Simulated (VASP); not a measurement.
# Rb (Fm-3m) in VASP: a series of runs, part 2 of 2

VASP 6.6.1. Earlier steps stand in the parts before.

### Step 3. Single point, PBE, collinear spin, ferromagnetic start

INCAR reads:

```
SYSTEM = Rb
  PREC = Accurate
  ENCUT = 520
  EDIFF = 1E-7
  ISMEAR = 0
  SIGMA = 0.1
  LREAL = .False.
  LASPH = .True.
  NELM = 150
  ALGO = Normal
  ISIF = 2
  LWAVE = .False.
  LCHARG = .False.
  ISPIN = 2
  MAGMOM = 0.07
  LORBIT = 11
  GGA = PE
  NBANDS = 14
```

KPOINTS reads:

```
Automatic mesh
0
Gamma
  4 4 4
  0 0 0
```

POSCAR reads:

```
Rb
1.0
    0.0000000000      3.6398846700      3.6398846700
    3.6398846700      0.0000000000      3.6398846700
    3.6398846700      3.6398846700      0.0000000000
Rb
1
Direct
    0.0000000000      0.0000000000      0.0000000000
```

Potentials or basis: VASP PAW PBE potentials, release 64 (Rb_sv).

Started as:

```sh
$ cat potpaw_PBE.64/Rb_sv/POTCAR > POTCAR
$ mpirun -np 1 vasp_std > vasp.out
```

Run time: 53 s. Hardware: 1 thread of Intel Xeon Platinum 8259CL at 2.50GHz (Skylake/Cascade Lake), shared host; peak memory 0.27 GiB.

The run converged. Its results:

| Item | Value |
| --- | --- |
| Free energy | -0.8904 eV |
| Pressure | -0.1 GPa |
| Net moment | 0.14 μB per cell |
| Valence electrons inside the program's atomic spheres | Rb 7.29 |

Levels at points of the mesh, in eV from the Fermi level:
Spin up:
```tsv
k point	band 1	band 2	band 3	band 4	band 5	band 6	band 7	band 8	band 9	band 10
(0.00, 0.00, 0.00)	-29.05	-13.10	-13.10	-13.10	-2.08	3.39	3.39	3.39	4.69	4.69
(0.50, 0.00, 0.00)	-29.04	-13.17	-13.11	-13.11	-0.03	0.44	3.19	3.19	5.22	5.36
(0.50, 0.50, 0.00)	-29.04	-13.17	-13.12	-13.12	0.48	1.14	1.66	4.12	4.12	4.50
```
Spin down:
```csv
k point,band 1,band 2,band 3,band 4,band 5,band 6,band 7,band 8,band 9
"(0.00, 0.00, 0.00)",-29.04,-13.08,-13.08,-13.08,-1.95,3.46,3.46,3.46,4.72
"(0.50, 0.00, 0.00)",-29.03,-13.16,-13.10,-13.10,0.08,0.59,3.26,3.26,5.24
"(0.50, 0.50, 0.00)",-29.03,-13.16,-13.11,-13.11,0.60,1.30,1.78,4.25,4.25
```

Caveat: the k points lie up to 0.37 Å⁻¹ apart.

### Step 4. Single point, PBE+D3(BJ)

INCAR reads:

```
SYSTEM = Rb
PREC = Accurate ; ENCUT = 520
EDIFF = 1E-6 ; ISMEAR = 1
SIGMA = 0.1 ; LREAL = .False.
LASPH = .True. ; NELM = 60
ALGO = Fast ; ISIF = 2
LWAVE = .False. ; LCHARG = .False.
GGA = PE ; IVDW = 12
NBANDS = 10
```

KPOINTS reads:

```
Automatic mesh
0
Gamma
  1 1 1
  0.5 0.5 0.5
```

Changes to POSCAR since step 3:

```diff
@@ -8,2 +8,2 @@
 Direct
-    0.0000000000      0.0000000000      0.0000000000
+    0.0274733979     -0.0274733979      0.0274733979
```

Potentials or basis: VASP PAW PBE potentials, release 64 (Rb_sv).

Started as:

```sh
$ cat potpaw_PBE.64/Rb_sv/POTCAR > POTCAR
$ mpirun -np 1 vasp_std > vasp.out
```

OUTCAR:

```text
SYSTEM = Rb
   PREC = Accurate
   ENCUT = 520
   EDIFF = 1E-6
   ISMEAR = 1
   LREAL = .False.
   LASPH = .True.
   NELM = 60
   ISIF = 2
   GGA = PE
   IVDW = 12
 IVDW          = 12

 ion  position               nearest neighbor table
   1  0.027  0.973  0.027-

  LATTYP: Found a face centered cubic cell.
 ALAT       =     7.2797693400

  Lattice vectors:

 A1 = (   0.0000000000,   3.6398846700,   3.6398846700)
 A2 = (   3.6398846700,   0.0000000000,   3.6398846700)
 A3 = (   3.6398846700,   3.6398846700,   0.0000000000)

Analysis of symmetry for initial positions (statically):
[... 170 lines left out ...]

------------------------ aborting loop because EDIFF is reached ----------------------------------------

 Edisp (eV)   -0.09570

 E8    (eV) :    -0.0550

  FORCE on cell =-STRESS in cart. coord.  units (eV):
  Direction    XX          YY          ZZ          XY          YZ          ZX
  --------------------------------------------------------------------------------------
  -------------------------------------------------------------------------------------
  Total       0.08279     0.08279     0.08279    -0.00000     0.00000    -0.00000
  in kB       1.37527     1.37527     1.37527    -0.00000     0.00000    -0.00000
  external pressure =        1.38 kB  Pullay stress =        0.00 kB

 VOLUME and BASIS-vectors are now :
 -----------------------------------------------------------------------------
  energy-cutoff  :      520.00
  volume of cell :       96.45
      direct lattice vectors                 reciprocal lattice vectors
     0.000000000  3.639884670  3.639884670    -0.137366990  0.137366990  0.137366990
     3.639884670  0.000000000  3.639884670     0.137366990 -0.137366990  0.137366990
     3.639884670  3.639884670  0.000000000     0.137366990  0.137366990 -0.137366990

 POSITION                                       TOTAL-FORCE (eV/Angst)
 -----------------------------------------------------------------------------------
      3.63988      0.20000      3.63988        -0.000000      0.000000      0.000000
 -----------------------------------------------------------------------------------
    total drift:                                0.000000     -0.000000      0.000000

  FREE ENERGIE OF THE ION-ELECTRON SYSTEM (eV)
  ---------------------------------------------------
  free  energy   TOTEN  =        -0.2415959036 eV

  energy  without entropy=       -0.2133864244  energy(sigma->0) =       -0.23219274
```

stdout:

```text
POSCAR found type information on POSCAR Rb
 POSCAR found :  1 types and       1 ions
 scaLAPACK will be used
 LDA part: xc-table for (Slater+PW92), standard interpolation
 POSCAR, INCAR and KPOINTS ok, starting setup
 FFT: planning ... GRIDC
 FFT: planning ... GRID_SOFT
 FFT: planning ... GRID
 WAVECAR not read
 entering main loop
```

Run time: 7.8 s. Hardware: 1 thread of Intel Xeon 8259CL, shared host; peak memory 0.22 GiB.

The run converged, but its numbers aren't listed here, since they failed a check.

Caveat: the k points lie up to 1.49 Å⁻¹ apart; the mesh shows a gap though the element is a metal; three body term missing.

### Step 5. Single point, PBE

INCAR reads:

```
ALGO = Normal
EDIFF = 1E-7
ENCUT = 520
GGA = PE
ISIF = 2
ISMEAR = 0
LASPH = T
LCHARG = T
LELF = T
LREAL = F
LVHAR = T
LWAVE = F
NBANDS = 10
NELM = 80
PREC = Accurate
SIGMA = 0.1
```

KPOINTS reads:

```
k-points
0
Gamma
  1 1 1
```

Changes to POSCAR since step 4:

```diff
@@ -8,2 +8,2 @@
 Direct
-    0.0274733979     -0.0274733979      0.0274733979
+    0.0068683495      0.0068683495     -0.0068683495
```

Started as:

```sh
$ cat potpaw_PBE.64/Rb_sv/POTCAR > POTCAR
$ mpirun -np 1 vasp_gam > vasp.out
```

It took 10 s on 1 thread of Intel Xeon 8259CL, shared host; peak memory 0.22 GiB.

The run converged, but its numbers aren't listed here, since they failed a check.

Caveat: the k points lie up to 1.49 Å⁻¹ apart; the mesh shows a gap though the element is a metal.

### Step 6. Single point, PBE

This run uses another cell than the first one, of 94.33 Å³/atom, 0.978 times its volume.

INCAR reads:

```
SYSTEM = Rb
PREC     = Accurate       ! precision mode
ENCUT    = 520            ! plane-wave cutoff, eV
EDIFF    = 1E-6           ! SCF threshold, eV
ISMEAR   = 0              ! smearing method
SIGMA    = 0.1            ! smearing width, eV
LREAL    = .FALSE.        ! projectors in reciprocal space
LASPH    = .TRUE.         ! aspherical terms in the spheres
NELM     = 100            ! most SCF steps
ALGO     = Normal         ! electronic algorithm
ISIF     = 2              ! what is computed and relaxed
LWAVE    = .FALSE.        ! write WAVECAR
LCHARG   = .FALSE.        ! write CHGCAR
GGA      = PE             ! functional
NBANDS   = 10             ! bands
```

KPOINTS reads:

```
Automatic mesh
0
G
  2 2 2
  0 0 0
```

POSCAR reads:

```
Rb
1.0
    0.0000000000      3.6129940094      3.6129940094
    3.6129940094      0.0000000000      3.6129940094
    3.6129940094      3.6129940094      0.0000000000
Rb
1
Direct
    0.0000000000      0.0000000000      0.0000000000
```

Potentials or basis: VASP PAW PBE potentials, release 64 (Rb_sv).

Started as:

```sh
$ cat potpaw_PBE.64/Rb_sv/POTCAR > POTCAR
$ mpirun -np 1 vasp_std > vasp.out
```

Run time: 8.8 s. Hardware: 1 thread of Intel Xeon 8259CL, shared host; peak memory 0.22 GiB.

The run converged. Its results:

| Quantity | Value |
| --- | --- |
| Free energy | -0.6316 eV |
| Pressure | -0.1 GPa |

Levels at points of the mesh, in eV from the Fermi level:
```csv
k point,band 1,band 2,band 3,band 4,band 5,band 6,band 7,band 8,band 9,band 10
"(0.00, 0.00, 0.00)",-29.02,-13.07,-13.07,-13.07,-2.06,3.38,3.38,3.38,4.71,4.71
"(0.50, 0.00, 0.00)",-29.02,-13.15,-13.08,-13.08,-0.05,0.56,3.21,3.21,5.25,5.59
"(0.50, 0.50, 0.00)",-29.02,-13.15,-13.10,-13.10,0.60,1.17,1.63,4.23,4.23,4.59
```

Caveat: the k points lie up to 0.75 Å⁻¹ apart.

### Step 7. Overview

```tsv
level	spin	fixed moment (μB)	cell	k mesh	gap on the mesh (eV)	pressure (GPa)	moment (μB)
PBE+D3(BJ)	collinear, ferromagnetic start	1.0	a = 5.148 Å, angles 60.0°, 1 atom	2 × 2 × 2, shifted	-	-0.3	1.00
PBE	collinear, ferromagnetic start	-	a = 5.148 Å, angles 60.0°, 1 atom	4 × 4 × 4	none	-0.1	0.14
PBE	off	-	a = 5.110 Å, angles 60.0°, 1 atom	2 × 2 × 2	none	-0.1	-
```

Alike in all rows: task single point; potentials or basis VASP PAW PBE potentials, release 64 (Rb_sv); cutoff (eV) 520; smearing gaussian 0.1 eV.

Caveats: all runs use coarse meshes; the total moment is fixed, so each spin has its own Fermi level (some runs).

Total energies depend on the potentials used, so only differences within one code and one set of settings carry meaning.
